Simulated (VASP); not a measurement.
Here is a VASP 6.6.1 calculation.

File INCAR:

```
PREC     = Accurate       # precision mode
ENCUT    = 520            # plane-wave cutoff, eV
EDIFF    = 1E-7           # SCF threshold, eV
ISMEAR   = 0              # smearing method
SIGMA    = 0.1            # smearing width, eV
LREAL    = False          # projectors in reciprocal space
LASPH    = True           # aspherical terms in the spheres
NELM     = 80             # most SCF steps
ALGO     = Normal         # electronic algorithm
ISIF     = 2              # what is computed and relaxed
LWAVE    = False          # write WAVECAR
LCHARG   = False          # write CHGCAR
GGA      = PE             # functional
NBANDS   = 46             # bands
```

KPOINTS

```
Automatic mesh
0
Gamma
  4 4 4
```

The input POSCAR:

```
Zn3CdTe4
1.0
    6.2875654000      0.0000000000      0.0000000000
    0.0000000000      6.2875654000      0.0000000000
    0.0000000000      0.0000000000      6.2875654000
Zn Cd Te
3 1 4
Direct
    0.5000000000      0.0000000000      0.0000000000
    0.0000000000      0.0000000000      0.5000000000
    0.0000000000      0.5000000000      0.0000000000
    0.5000000000      0.5000000000      0.5000000000
    0.7593390000      0.2406610000      0.7593390000
    0.7593390000      0.7593390000      0.2406610000
    0.2406610000      0.2406610000      0.2406610000
    0.2406610000      0.7593390000      0.7593390000
```

Potentials or basis: VASP PAW PBE potentials, release 64 (Zn, Cd, Te).

The run is started by

```console
$ cat potpaw_PBE.64/Zn/POTCAR potpaw_PBE.64/Cd/POTCAR potpaw_PBE.64/Te/POTCAR > POTCAR
$ mpirun -np 1 vasp_std > vasp.out
```

Q: What does it give for the largest force?

A: 0.019 eV/Å.

Q: Estimate the band gap on the k mesh.

A: 0.89 eV.

Q: Estimate the pressure.

A: 0.1 GPa.

Forces on the atoms (eV/Å):
```
Zn   0.000  0.000  0.000
Zn   0.000  0.000  0.000
Zn   0.000  0.000  0.000
Cd   0.000  0.000  0.000
Te   0.011 -0.011  0.011
Te   0.011  0.011 -0.011
Te  -0.011 -0.011 -0.011
Te  -0.011  0.011  0.011
```

Caveat: spin-orbit coupling is left out, which moves the levels of the heavy elements.
